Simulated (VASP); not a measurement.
# MgB2 (P6/mmm) in VASP: a series of runs

MgB2 is run at these levels: PBE; tasks: single point, relaxation of cell and atoms.

Everything below comes from runs of VASP 6.6.1. Logs are shortened: lines on timing, memory, paths and dates and some standing lists are left out, and cuts for length are marked.

## Step 1: The cell of the first run

Symmetry: P6/mmm, No. 191, hexagonal system. Conventional cell: a = 3.078 Å, b = 3.078 Å, c = 3.514 Å, α = 90.00°, β = 90.00°, γ = 120.00°. Mg (site symmetry 6/mmm) has 12 B at 2.50 Å and 6 Mg at 3.08 Å within 3.3 Å. B (site symmetry -6m2) has 3 B at 1.78 Å within 2.4 Å.

## Step 2: Single point, PBE

The input, INCAR:

```
SYSTEM = MgB2
ALGO = Normal ; EDIFF = 1E-7
ENCUT = 520 ; GGA = PE
ISIF = 2 ; ISMEAR = 0
LASPH = .TRUE. ; LCHARG = .FALSE.
LREAL = .FALSE. ; LWAVE = .FALSE.
NBANDS = 11 ; NELM = 80
PREC = Accurate ; SIGMA = 0.05
```

The input, KPOINTS:

```
k-points
0
G
  12 12 10
  0 0 0
```

The input, POSCAR:

```
MgB2
1.0
    3.0782022112      0.0000000000      0.0000000000
   -1.5391011056      2.6658013129      0.0000000000
    0.0000000000      0.0000000000      3.5136169657
Mg B
1 2
Direct
    0.0000000000      0.0000000000      0.0000000000
    0.3333333333      0.6666666667      0.5000000000
    0.6666666667      0.3333333333      0.5000000000
```

Potentials or basis: VASP PAW PBE potentials, release 64 (Mg, B).

Run with:

```bash
$ cat potpaw_PBE.64/Mg/POTCAR potpaw_PBE.64/B/POTCAR > POTCAR
$ mpirun -np 1 vasp_std > vasp.out
```

OUTCAR:

```text
SYSTEM = MgB2
   EDIFF = 1E-7
   ENCUT = 520
   GGA = PE
   ISIF = 2
   ISMEAR = 0
   LASPH = .TRUE.
   LREAL = .FALSE.
   NELM = 80
   PREC = Accurate

 ion  position               nearest neighbor table
   1  0.000  0.000  0.000-   2 2.50   3 2.50   2 2.50   3 2.50   3 2.50   3 2.50   2 2.50   2 2.50
                             3 2.50   3 2.50   2 2.50   2 2.50
   2  0.333  0.667  0.500-   3 1.78   3 1.78   3 1.78   1 2.50   1 2.50   1 2.50   1 2.50   1 2.50
                             1 2.50
   3  0.667  0.333  0.500-   2 1.78   2 1.78   2 1.78   1 2.50   1 2.50   1 2.50   1 2.50   1 2.50
                             1 2.50

  LATTYP: Found a hexagonal cell.
 ALAT       =     3.0782022112
 C/A-ratio  =     1.1414509914

  Lattice vectors:

 A1 = (   3.0782022112,   0.0000000000,   0.0000000000)
 A2 = (  -1.5391011056,   2.6658013129,   0.0000000000)
 A3 = (   0.0000000000,   0.0000000000,   3.5136169657)

Analysis of symmetry for initial positions (statically):
=====================================================================
 Subroutine PRICEL returns:
 Original cell was already a primitive cell.

 Routine SETGRP: Setting up the symmetry group for a
 hexagonal supercell.

 Subroutine GETGRP returns: Found 24 space group operations
 (whereof 24 operations were pure point group operations)
 out of a pool of 24 trial point group operations.

The static configuration has the point symmetry D_6h.

Analysis of symmetry for dynamics (positions and initial velocities):
=====================================================================
 Subroutine PRICEL returns:
 Original cell was already a primitive cell.

 Routine SETGRP: Setting up the symmetry group for a
 hexagonal supercell.

 Subroutine GETGRP returns: Found 24 space group operations
 (whereof 24 operations were pure point group operations)
 out of a pool of 24 trial point group operations.

The dynamic configuration has the point symmetry D_6h.

 Subroutine INISYM returns: Found 24 space group operations
 (whereof 24 operations are pure point group operations),
 and found     1 'primitive' translations

----------------------------------------------------------------------------------------

                                     Primitive cell

  volume of cell :      28.8323

  direct lattice vectors                    reciprocal lattice vectors
     3.078202211  0.000000000  0.000000000     0.324864948  0.187560865  0.000000000
    -1.539101106  2.665801313  0.000000000     0.000000000  0.375121730  0.000000000
     0.000000000  0.000000000  3.513616966     0.000000000  0.000000000  0.284607005

  length of vectors
     3.078202211  3.078202211  3.513616966     0.375121730  0.375121730  0.284607005

[... 91 lines left out ...]
   TEBEG  =    0.0;   TEEND  =   0.0 temperature during run
   PSTRESS=    0.0 pullay stress
   NELECT =       8.0000    total number of electrons
   NUPDOWN=      -1.0000    fix difference up-down
   EMIN   =  10.00;   EMAX   =-10.00  energy-range for DOS
   EFERMI =   0.00;   METHOD = LEGACY
   ISMEAR =     0;   SIGMA  =   0.05  broadening in eV -4-tet -1-fermi 0-gaus
   EFERMI_NEDOS =   21; number of points for ismear=-14 and -15
   IALGO  =     38    algorithm
   IMIX   =      4    mixing-type and parameters
     AMIX     =   0.40;   BMIX     =  1.00
     AMIX_MAG =   1.60;   BMIX_MAG =  1.00
  volume/ion in A,a.u.               =       9.61        64.86
  Fermi-wavevector in a.u.,A,eV,Ry     =   1.067772  2.017796 15.512496  1.140136
  Thomas-Fermi vector in A             =   2.203399
   LORBIT       =      0    0 simple, 1 ext, 2 COOP (PROOUT), +10 PAW based schemes
   GGA     = PE    functional components
   LHFCALC =     F    Hartree Fock is set to
   AEXX    =    0.0000 exact exchange contribution
   IVDW    =     0    specifies the selected vdW correction
   LEPSILON=     F    determine dielectric tensor
   LRPA    =     F    only Hartree local field effects (RPA)
 non-spin polarized calculation
 Gauss-broadening in eV      SIGMA  =   0.05
  energy-cutoff  :      520.00
  volume of cell :       28.83
 maximum number of plane-waves:       790
 NGX is ok and might be reduce to    24
   NGX = 11   NGY = 11   NGZ = 13

 number of electron       8.0000000 magnetization

 Free energy of the ion-electron system (eV)
  ---------------------------------------------------
  ext. energy  EPLUGINS =         0.00000000
  ---------------------------------------------------
  free energy    TOTEN  =       -15.32140703 eV

  energy without entropy =      -15.32099866  energy(sigma->0) =      -15.32120284

 E-fermi :   5.2498     XC(G=0): -10.9409

 val. band max:        5.2317846439   @ k =   0.2500   0.2500   0.5000
 cond. band min:       5.3191370228   @ k =   0.0833   0.0000   0.3000
 fundamental gap:      0.0873523789
 Fermi energy:         5.2497701690

 k-point     1 :       0.0000    0.0000    0.0000
  band No.  band energies     occupation
      1      -7.1531      2.00000
      2       2.3632      2.00000
      3       5.6587      0.00000
      4       5.6587      0.00000
      5       6.9945      0.00000
      6      11.6253      0.00000
      7      11.6253      0.00000
      8      13.4477      0.00000
      9      15.2903      0.00000
     10      18.0290      0.00000
     11      21.5275      0.00000
[... 309 lines left out ...]
 k-point    24 :       0.3333    0.0000    0.1000
  band No.  band energies     occupation
      1      -5.1694      2.00000
      2       0.2492      2.00000
      3       3.5563      2.00000
      4       3.5895      2.00000
      5       9.0848      0.00000
      6       9.9933      0.00000
      7      10.6977      0.00000
      8      14.6653      0.00000
      9      17.2657      0.00000
     10      18.1293      0.00000
     11      18.3003      0.00000

 [... further k-points ...]
[... 5 lines left out ...]
  --------------------------------------------------------------------------------------
  -------------------------------------------------------------------------------------
  Total       -0.0390631     -0.0390631     -0.0679124      0.0000000      0.0000000      0.0000000
  in kB       -2.1706891     -2.1706891     -3.7738144      0.0000000      0.0000000      0.0000000
  external PRESSURE =      -2.7050642 kB  Pullay stress =       0.0000000 kB

 VOLUME and BASIS-vectors are now :
 -----------------------------------------------------------------------------
  energy-cutoff  :      520.00
  volume of cell :       28.83
      direct lattice vectors                 reciprocal lattice vectors
     3.078202211  0.000000000  0.000000000     0.324864948  0.187560865  0.000000000
    -1.539101106  2.665801313  0.000000000     0.000000000  0.375121730  0.000000000
     0.000000000  0.000000000  3.513616966     0.000000000  0.000000000  0.284607005

 POSITION                                       TOTAL-FORCE (eV/Angst)
 -----------------------------------------------------------------------------------
      0.00000      0.00000      0.00000        -0.000000      0.000000      0.000000
     -0.00000      1.77720      1.75681         0.000000      0.000000      0.000000
      1.53910      0.88860      1.75681        -0.000000     -0.000000      0.000000
 -----------------------------------------------------------------------------------
    total drift:                                0.000000     -0.000000      0.000000

  FREE ENERGIE OF THE ION-ELECTRON SYSTEM (eV)
  ---------------------------------------------------
  free  energy   TOTEN  =       -15.3214070271 eV

  energy  without entropy=      -15.3209986606  energy(sigma->0) =      -15.32120284
```

OSZICAR:

```text
N       E                     dE             d eps       ncg     rms          rms(c)
DAV:   1     0.410727409341E+01    0.41073E+01   -0.38091E+03  2692   0.613E+02
DAV:   2    -0.164609519066E+02   -0.20568E+02   -0.19378E+02  3224   0.107E+02
DAV:   3    -0.170137810885E+02   -0.55283E+00   -0.55170E+00  3293   0.145E+01
DAV:   4    -0.170150268421E+02   -0.12458E-02   -0.12457E-02  2911   0.754E-01
DAV:   5    -0.170150319597E+02   -0.51176E-05   -0.51180E-05  3081   0.501E-02    0.525E+00
DAV:   6    -0.155777532091E+02    0.14373E+01   -0.17781E+00  2825   0.619E+00    0.255E+00
DAV:   7    -0.153303809460E+02    0.24737E+00   -0.10398E+00  2933   0.468E+00    0.781E-01
DAV:   8    -0.153319871460E+02   -0.16062E-02   -0.14098E-01  2785   0.195E+00    0.447E-01
DAV:   9    -0.153214664699E+02    0.10521E-01   -0.25719E-02  2783   0.740E-01    0.662E-02
DAV:  10    -0.153214194686E+02    0.47001E-04   -0.14012E-03  3088   0.213E-01    0.282E-02
DAV:  11    -0.153214116201E+02    0.78485E-05   -0.13033E-04  2788   0.605E-02    0.787E-03
DAV:  12    -0.153214069796E+02    0.46405E-05   -0.17179E-05  2786   0.197E-02    0.113E-03
DAV:  13    -0.153214070271E+02   -0.47524E-07   -0.23750E-07  2996   0.359E-03
   1 F= -.15321407E+02 E0= -.15321203E+02  d E =-.408367E-03
```

Run time: 17 s. Hardware: 1 thread of Intel Xeon 6975P-C, shared host; peak memory 0.17 GiB.

What came out:

* Free energy: -15.3214 eV
* Pressure: -0.3 GPa
* Band gap on the k mesh: zero (band 4 reaches 7.11 eV, above the bottom of band 5 at 3.29 eV)

Levels at points of the mesh, in eV from the Fermi level:
| k point | band 1 | band 2 | band 3 | band 4 | band 5 | band 6 | band 7 | band 8 | band 9 |
| --- | --- | --- | --- | --- | --- | --- | --- | --- | --- |
| (0.00, 0.00, 0.00) | -12.40 | -2.89 | 0.41 | 0.41 | 1.74 | 6.38 | 6.38 | 8.20 | 10.04 |
| (0.50, 0.00, 0.00) | -8.51 | -7.80 | -2.13 | 0.27 | 3.15 | 3.94 | 5.43 | 7.22 | 12.70 |
| (0.00, 0.00, 0.50) | -11.12 | -7.39 | 0.79 | 0.79 | 6.70 | 6.70 | 8.04 | 9.98 | 10.10 |
| (0.50, 0.00, 0.50) | -7.53 | -6.89 | -3.52 | -1.84 | -1.23 | 5.79 | 8.88 | 9.01 | 13.17 |

## Step 3: Relaxation of cell and atoms, PBE

This run uses another cell than the first one, of 9.78 Å³/atom, 1.017 times its volume.

The input, INCAR:

```
ALGO = Normal
EDIFF = 1E-7
EDIFFG = -0.01
ENCUT = 600
GGA = PE
IBRION = 2
ISIF = 3
ISMEAR = 0
LASPH = True
LCHARG = False
LREAL = False
LWAVE = False
NELM = 100
NSW = 80
PREC = Accurate
SIGMA = 0.05
```

The input, KPOINTS:

```
k-points
0
Gamma
  12 12 10
```

The input, POSCAR:

```
MgB2
1.0
    3.0952499526      0.0000000000      0.0000000000
   -1.5476249763      2.6805650900      0.0000000000
    0.0000000000      0.0000000000      3.5347044049
Mg B
1 2
Direct
    0.0000000000      0.0000000000      0.0000000000
    0.3333333333      0.6666666667      0.5000000000
    0.6666666667      0.3333333333      0.5000000000
```

Potentials or basis: VASP PAW PBE potentials, release 64 (Mg, B).

Run with:

```bash
$ cat potpaw_PBE.64/Mg/POTCAR potpaw_PBE.64/B/POTCAR > POTCAR
$ mpirun -np 1 vasp_std > vasp.out
```

Wall time 75 s (1 thread of Intel Xeon 6975P-C, shared host); peak memory 0.19 GiB.

The run converged. Its results:

```yaml
Free_energy: -15.3236 eV
Relaxed_volume: 9.59 Å³/atom
Relaxed_cell: a = 3.077 Å, b = 3.077 Å, c = 3.510 Å, α = 90.00°, β = 90.00°, γ = 120.00°
Space_group_after_relaxing_to_0.05_Å: P6/mmm (No. 191)
Energy_gained_by_relaxing: 1.6 meV/atom
Ionic_steps: 4
Pressure_after_relaxing: 0.0 GPa
Band_gap_on_the_k_mesh: zero (band 4 reaches 7.13 eV, above the bottom of band 5 at 3.30 eV)
```

Stress tensor (GPa, compression positive):
```
 0.03  0.00  0.00
 0.00  0.03  0.00
 0.00  0.00 -0.06
```

The path:
```csv
step,energy change (eV),largest force (eV/Å),pressure (GPa),volume (Å³)
1,0.0000,0.0000,-2.79,29.33
2,-0.0039,0.0000,1.05,28.61
3,-0.0047,0.0000,-0.06,28.81
4,-0.0048,0.0000,0.00,28.78
```

Final structure:
```yaml
crystal:
  lattice:
    - [3.07670, 0.00000, 0.00000]
    - [-1.53835, 2.66450, 0.00000]
    - [0.00000, 0.00000, 3.51008]
  atoms:
    - { symbol: Mg, position: [0.00000, 0.00000, 0.00000] }
    - { symbol: B, position: [0.33333, 0.66667, 0.50000] }
    - { symbol: B, position: [0.66667, 0.33333, 0.50000] }
```

Levels at points of the mesh, in eV from the Fermi level:
```
           k point  band 1  band 2  band 3  band 4  band 5  band 6  band 7  band 8
(0.00, 0.00, 0.00)  -12.41   -2.88    0.41    0.41    1.76    6.38    6.38    8.21
(0.50, 0.00, 0.00)   -8.51   -7.81   -2.14    0.27    3.16    3.94    5.45    7.25
(0.00, 0.00, 0.50)  -11.13   -7.39    0.79    0.79    6.71    6.71    8.05   10.01
(0.50, 0.00, 0.50)   -7.53   -6.90   -3.52   -1.85   -1.23    5.80    8.90    9.02
```
